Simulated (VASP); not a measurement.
# Sn4SeS3 (P4/mmm) in VASP: single point with PBE

Aim: the single point of Sn4SeS3 with PBE.

All numbers are computed with VASP 6.6.1; they aren't measurements. Logs are shortened: lines on timing, memory, paths and dates and some standing lists are left out, and cuts for length are marked.

## (1) The cell of the first run

The structure is tetragonal, space group P4/mmm (No. 123). Conventional cell: a = 4.176 Å, b = 4.176 Å, c = 11.807 Å, α = 90.00°, β = 90.00°, γ = 90.00°. Within 3.9 Å of Sn (site symmetry 4/mmm) lie 6 S at 2.93 to 2.95 Å. Within 3.8 Å of Sn (site symmetry 4mm) lie 5 S at 2.89 to 2.95 Å and 1 Se at 3.01 Å. Within 3.9 Å of Sn (site symmetry 4/mmm) lie 4 Se at 2.95 Å and 2 S at 2.97 Å. Se (site symmetry 4/mmm) has 6 Sn at 2.95 to 3.01 Å within 3.9 Å. S (site symmetry 4mm) has 6 Sn at 2.93 to 2.97 Å within 3.9 Å. S (site symmetry 4/mmm) has 6 Sn at 2.89 to 2.95 Å within 3.8 Å.

## (2) Single point, PBE

Input file INCAR:

```
ALGO = Normal
EDIFF = 1E-6
ENCUT = 520
GGA = PE
ISIF = 2
ISMEAR = 0
LASPH = True
LCHARG = True
LELF = True
LREAL = False
LVHAR = True
LWAVE = False
NBANDS = 50
NELM = 80
PREC = Accurate
SIGMA = 0.02
```

Input file KPOINTS:

```
k-points
0
Gamma
  8 8 4
```

Input file POSCAR:

```
Sn4SeS3
1.0
    4.1759824907      0.0000000000      0.0000000000
    0.0000000000      4.1759824907      0.0000000000
    0.0000000000      0.0000000000     11.8066648321
Sn Se S
4 1 3
Direct
    0.0000000000      0.0000000000      0.0000000000
    0.5000000000      0.5000000000      0.2447388473
    0.0000000000      0.0000000000      0.5000000000
    0.5000000000      0.5000000000      0.7552611527
    0.5000000000      0.5000000000      0.5000000000
    0.0000000000      0.0000000000      0.7518753203
    0.5000000000      0.5000000000      0.0000000000
    0.0000000000      0.0000000000      0.2481246797
```

Potentials or basis: VASP PAW PBE potentials, release 64 (Sn_d, Se, S).

On the command line:

```sh
$ cat potpaw_PBE.64/Sn_d/POTCAR potpaw_PBE.64/Se/POTCAR potpaw_PBE.64/S/POTCAR > POTCAR
$ mpirun -np 1 vasp_std > vasp.out
```

OUTCAR:

```text
EDIFF = 1E-6
   ENCUT = 520
   GGA = PE
   ISIF = 2
   ISMEAR = 0
   LASPH = True
   LREAL = False
   NELM = 80
   PREC = Accurate

 ion  position               nearest neighbor table
   1  0.000  0.000  0.000-   6 2.93   8 2.93   7 2.95   7 2.95   7 2.95   7 2.95
   2  0.500  0.500  0.245-   7 2.89   8 2.95   8 2.95   8 2.95   8 2.95   5 3.01
   3  0.000  0.000  0.500-   5 2.95   5 2.95   5 2.95   5 2.95   8 2.97   6 2.97
   4  0.500  0.500  0.755-   7 2.89   6 2.95   6 2.95   6 2.95   6 2.95   5 3.01
   5  0.500  0.500  0.500-   3 2.95   3 2.95   3 2.95   3 2.95   4 3.01   2 3.01
   6  0.000  0.000  0.752-   1 2.93   4 2.95   4 2.95   4 2.95   4 2.95   3 2.97
   7  0.500  0.500  0.000-   2 2.89   4 2.89   1 2.95   1 2.95   1 2.95   1 2.95
   8  0.000  0.000  0.248-   1 2.93   2 2.95   2 2.95   2 2.95   2 2.95   3 2.97

  LATTYP: Found a simple tetragonal cell.
 ALAT       =     4.1759824907
 C/A-ratio  =     2.8272783371

  Lattice vectors:

 A1 = (   4.1759824907,   0.0000000000,   0.0000000000)
 A2 = (   0.0000000000,   4.1759824907,   0.0000000000)
 A3 = (   0.0000000000,   0.0000000000,  11.8066648321)

Analysis of symmetry for initial positions (statically):
=====================================================================
 Subroutine PRICEL returns:
 Original cell was already a primitive cell.

 Routine SETGRP: Setting up the symmetry group for a
 simple tetragonal supercell.

 Subroutine GETGRP returns: Found 16 space group operations
 (whereof 16 operations were pure point group operations)
 out of a pool of 16 trial point group operations.

The static configuration has the point symmetry D_4h.

Analysis of symmetry for dynamics (positions and initial velocities):
=====================================================================
 Subroutine PRICEL returns:
 Original cell was already a primitive cell.

 Routine SETGRP: Setting up the symmetry group for a
 simple tetragonal supercell.

 Subroutine GETGRP returns: Found 16 space group operations
 (whereof 16 operations were pure point group operations)
 out of a pool of 16 trial point group operations.

The dynamic configuration has the point symmetry D_4h.

 Subroutine INISYM returns: Found 16 space group operations
 (whereof 16 operations are pure point group operations),
 and found     1 'primitive' translations

----------------------------------------------------------------------------------------

                                     Primitive cell

  volume of cell :     205.8944

  direct lattice vectors                    reciprocal lattice vectors
     4.175982491  0.000000000  0.000000000     0.239464606  0.000000000  0.000000000
     0.000000000  4.175982491  0.000000000     0.000000000  0.239464606  0.000000000
     0.000000000  0.000000000 11.806664832     0.000000000  0.000000000  0.084697924

  length of vectors
     4.175982491  4.175982491 11.806664832     0.239464606  0.239464606  0.084697924

  position of ions in fractional coordinates (direct lattice)
     0.000000000  0.000000000  0.000000000
     0.500000000  0.500000000  0.244738847
     0.000000000  0.000000000  0.500000000
     0.500000000  0.500000000  0.755261153
     0.500000000  0.500000000  0.500000000
     0.000000000  0.000000000  0.751875320
     0.500000000  0.500000000  0.000000000
     0.000000000  0.000000000  0.248124680

  ion indices of the primitive-cell ions
   primitive index   ion index
                 1           1
                 2           2
                 3           3
                 4           4
                 5           5
                 6           6
                 7           7
                 8           8

----------------------------------------------------------------------------------------

 KPOINTS: k-points

Automatic generation of k-mesh.
 Grid dimensions read from file:
 generate k-points for:    8    8    4

 Generating k-lattice:

  Cartesian coordinates                     Fractional coordinates (reciprocal lattice)
     0.029933076  0.000000000  0.000000000     0.125000000  0.000000000  0.000000000
     0.000000000  0.029933076  0.000000000     0.000000000  0.125000000  0.000000000
     0.000000000  0.000000000  0.021174481     0.000000000  0.000000000  0.250000000

  Length of vectors
     0.029933076  0.029933076  0.021174481

  Shift w.r.t. Gamma in fractional coordinates (k-lattice)
     0.000000000  0.000000000  0.000000000

 Subroutine IBZKPT returns following result:
 ===========================================

 Found     45 irreducible k-points:

 Following reciprocal coordinates:
            Coordinates               Weight
  0.000000  0.000000  0.000000      1.000000
  0.125000  0.000000  0.000000      4.000000
  0.250000  0.000000  0.000000      4.000000
  0.375000  0.000000  0.000000      4.000000
  0.500000  0.000000  0.000000      2.000000
  0.125000  0.125000  0.000000      4.000000
[... 16 lines left out ...]
  0.375000  0.125000  0.250000     16.000000
  0.500000  0.125000  0.250000      8.000000
 [... further k-points ...]
   k-points           NKPTS =     45   k-points in BZ     NKDIM =     45   number of bands    NBANDS=     50
   number of dos      NEDOS =    301   number of ions     NIONS =      8
   total plane-waves  NPLWV =  92160
   dimension x,y,z NGX =    32 NGY =   32 NGZ =   90
   dimension x,y,z NGXF=    64 NGYF=   64 NGZF=  180
   ions per type =               4   1   3
   NGX,Y,Z   is equivalent  to a cutoff of  12.74, 12.74, 12.67 a.u.
   NGXF,Y,Z  is equivalent  to a cutoff of  25.48, 25.48, 25.35 a.u.
 SYSTEM =  unknown system
   PREC   = accura    normal or accurate (medium, high low for compatibility)
   ISTART =      0    job   : 0-new  1-cont  2-samecut
   ICHARG =      2    charge: 1-file 2-atom 10-const
   ISPIN  =      1    spin polarized calculation?
   LNONCOLLINEAR =      F non collinear calculations
   LSORBIT =      F    spin-orbit coupling
   LASPH  =      T    aspherical Exc in radial PAW
   ENCUT  =  520.0 eV  38.22 Ry    6.18 a.u.   7.76  7.76 21.95*2*pi/ulx,y,z
   NELM   =     80;   NELMIN=  2; NELMDL= -5     # of ELM steps
   EDIFF  = 0.1E-05   stopping-criterion for ELM
   LREAL  =      F    real-space projection
   EDIFFG = 0.1E-04   stopping-criterion for IOM
   NSW    =      0    number of steps for IOM
   IBRION =     -1    ionic relax: 0-MD 1-quasi-New 2-CG
   NFREE  =      0    steps in history (QN), initial steepest desc. (CG)
   ISIF   =      2    stress and relaxation
   ISYM   =      2    0-nonsym 1-usesym 2-fastsym
   POTIM  = 0.5000    time-step for ionic-motion
   TEBEG  =    0.0;   TEEND  =   0.0 temperature during run
   PSTRESS=    0.0 pullay stress
   NELECT =      80.0000    total number of electrons
   NUPDOWN=      -1.0000    fix difference up-down
   EMIN   =  10.00;   EMAX   =-10.00  energy-range for DOS
   EFERMI =   0.00;   METHOD = LEGACY
   ISMEAR =     0;   SIGMA  =   0.02  broadening in eV -4-tet -1-fermi 0-gaus
   EFERMI_NEDOS =   21; number of points for ismear=-14 and -15
   IALGO  =     38    algorithm
   IMIX   =      4    mixing-type and parameters
     AMIX     =   0.40;   BMIX     =  1.00
     AMIX_MAG =   1.60;   BMIX_MAG =  1.00
  volume/ion in A,a.u.               =      25.74       173.68
  Fermi-wavevector in a.u.,A,eV,Ry     =   1.194602  2.257471 19.416525  1.427074
  Thomas-Fermi vector in A             =   2.330588
   LORBIT       =      0    0 simple, 1 ext, 2 COOP (PROOUT), +10 PAW based schemes
   GGA     = PE    functional components
   LHFCALC =     F    Hartree Fock is set to
   AEXX    =    0.0000 exact exchange contribution
   IVDW    =     0    specifies the selected vdW correction
   LEPSILON=     F    determine dielectric tensor
   LRPA    =     F    only Hartree local field effects (RPA)
 non-spin polarized calculation
 Gauss-broadening in eV      SIGMA  =   0.02
  energy-cutoff  :      520.00
  volume of cell :      205.89
 maximum number of plane-waves:      5568
 NGX is ok and might be reduce to    32
   NGX = 15   NGY = 15   NGZ = 43

 number of electron      79.9999952 magnetization

 Free energy of the ion-electron system (eV)
  ---------------------------------------------------
  ext. energy  EPLUGINS =         0.00000000
  ---------------------------------------------------
  free energy    TOTEN  =       -34.49026968 eV

  energy without entropy =      -34.49026967  energy(sigma->0) =      -34.49026967

 E-fermi :   6.2686     XC(G=0):  -9.6451

 val. band max:        6.2024979105   @ k =   0.5000   0.0000   0.2500
 cond. band min:       6.3346682873   @ k =   0.5000   0.0000   0.2500
 fundamental gap:      0.1321703769
 Fermi energy:         6.2685830647

 k-point     1 :       0.0000    0.0000    0.0000
  band No.  band energies     occupation
      1     -15.6714      2.00000
      2     -15.6616      2.00000
      3     -15.6531      2.00000
      4     -15.6486      2.00000
      5     -15.6486      2.00000
      6     -15.6074      2.00000
[... 42 lines left out ...]
     49      10.4981      0.00000
     50      10.6213      0.00000

 k-point     2 :       0.1250    0.0000    0.0000
  band No.  band energies     occupation
      1     -15.6697      2.00000
      2     -15.6599      2.00000
      3     -15.6544      2.00000
      4     -15.6492      2.00000
      5     -15.6485      2.00000
      6     -15.6067      2.00000
[... 42 lines left out ...]
     49      10.0217      0.00000
     50      10.3713      0.00000

 k-point     3 :       0.2500    0.0000    0.0000
  band No.  band energies     occupation
      1     -15.6666      2.00000
      2     -15.6575      2.00000
      3     -15.6547      2.00000
      4     -15.6507      2.00000
      5     -15.6483      2.00000
      6     -15.6060      2.00000
[... 42 lines left out ...]
     49       9.2184      0.00000
     50       9.6744      0.00000

 k-point     4 :       0.3750    0.0000    0.0000
  band No.  band energies     occupation
      1     -15.6644      2.00000
      2     -15.6606      2.00000
      3     -15.6521      2.00000
      4     -15.6488      2.00000
      5     -15.6482      2.00000
      6     -15.6054      2.00000
[... 999 lines left out ...]
 k-point    23 :       0.3750    0.1250    0.2500
  band No.  band energies     occupation
      1     -15.6633      2.00000
      2     -15.6617      2.00000
      3     -15.6522      2.00000
      4     -15.6490      2.00000
      5     -15.6488      2.00000
      6     -15.6030      2.00000
[... 42 lines left out ...]
     49       9.3811      0.00000
     50       9.5931      0.00000

 k-point    24 :       0.5000    0.1250    0.2500
  band No.  band energies     occupation
      1     -15.6646      2.00000
      2     -15.6611      2.00000
      3     -15.6528      2.00000
      4     -15.6490      2.00000
      5     -15.6464      2.00000
      6     -15.6027      2.00000
[... 42 lines left out ...]
     49       8.8563      0.00000
     50       9.0116      0.00000

 [... further k-points ...]
[... 5 lines left out ...]
  --------------------------------------------------------------------------------------
  -------------------------------------------------------------------------------------
  Total       -0.0326951     -0.0326951     -0.0617980      0.0000000      0.0000000      0.0000000
  in kB       -0.2544183     -0.2544183     -0.4808841      0.0000000      0.0000000      0.0000000
  external PRESSURE =      -0.3299069 kB  Pullay stress =       0.0000000 kB

 VOLUME and BASIS-vectors are now :
 -----------------------------------------------------------------------------
  energy-cutoff  :      520.00
  volume of cell :      205.89
      direct lattice vectors                 reciprocal lattice vectors
     4.175982491  0.000000000  0.000000000     0.239464606  0.000000000  0.000000000
     0.000000000  4.175982491  0.000000000     0.000000000  0.239464606  0.000000000
     0.000000000  0.000000000 11.806664832     0.000000000  0.000000000  0.084697924

 POSITION                                       TOTAL-FORCE (eV/Angst)
 -----------------------------------------------------------------------------------
      0.00000      0.00000      0.00000        -0.000000     -0.000000      0.000000
      2.08799      2.08799      2.88955        -0.000000      0.000000     -0.003814
      0.00000      0.00000      5.90333        -0.000000     -0.000000      0.000000
      2.08799      2.08799      8.91712         0.000000      0.000000      0.003814
      2.08799      2.08799      5.90333        -0.000000     -0.000000      0.000000
      0.00000      0.00000      8.87714        -0.000000     -0.000000      0.006100
      2.08799      2.08799      0.00000        -0.000000     -0.000000      0.000000
      0.00000      0.00000      2.92952        -0.000000     -0.000000     -0.006100
 -----------------------------------------------------------------------------------
    total drift:                                0.000000     -0.000000     -0.000000

  FREE ENERGIE OF THE ION-ELECTRON SYSTEM (eV)
  ---------------------------------------------------
  free  energy   TOTEN  =       -34.4902696756 eV

  energy  without entropy=      -34.4902696693  energy(sigma->0) =      -34.49026967
```

Run time: 5.4 min. Hardware: 1 thread of Intel Xeon Platinum 8488C (Sapphire Rapids), shared host; peak memory 0.51 GiB.

Results:

* Free energy: -34.4903 eV
* Pressure: 0.0 GPa
* Largest force: 0.006 eV/Å
* Band gap on the k mesh: 0.13 eV

Forces in eV/Å, atoms in the order of the input:
```
Sn   0.000  0.000  0.000
Sn   0.000  0.000 -0.004
Sn   0.000  0.000  0.000
Sn   0.000  0.000  0.004
Se   0.000  0.000  0.000
S    0.000  0.000  0.006
S    0.000  0.000  0.000
S    0.000  0.000 -0.006
```

Levels at points of the mesh, in eV from the valence-band top:
```csv
k point,band 38,band 39,band 40,band 41,band 42,band 43
"(0.00, 0.00, 0.00)",-2.56,-1.93,-1.84,1.85,1.98,2.96
"(0.50, 0.00, 0.00)",-0.74,-0.16,-0.10,0.34,0.42,0.95
"(0.50, 0.50, 0.00)",-3.88,-1.24,-1.06,1.51,1.52,2.96
"(0.00, 0.00, 0.50)",-2.76,-1.72,-1.44,2.27,2.46,3.19
"(0.50, 0.00, 0.50)",-0.57,-0.52,-0.21,0.45,0.48,0.54
"(0.50, 0.50, 0.50)",-2.77,-2.63,-2.55,3.23,3.39,3.40
```

Caveat: spin-orbit coupling is left out, which moves the levels of the heavy elements. A k mesh can miss the band edges.
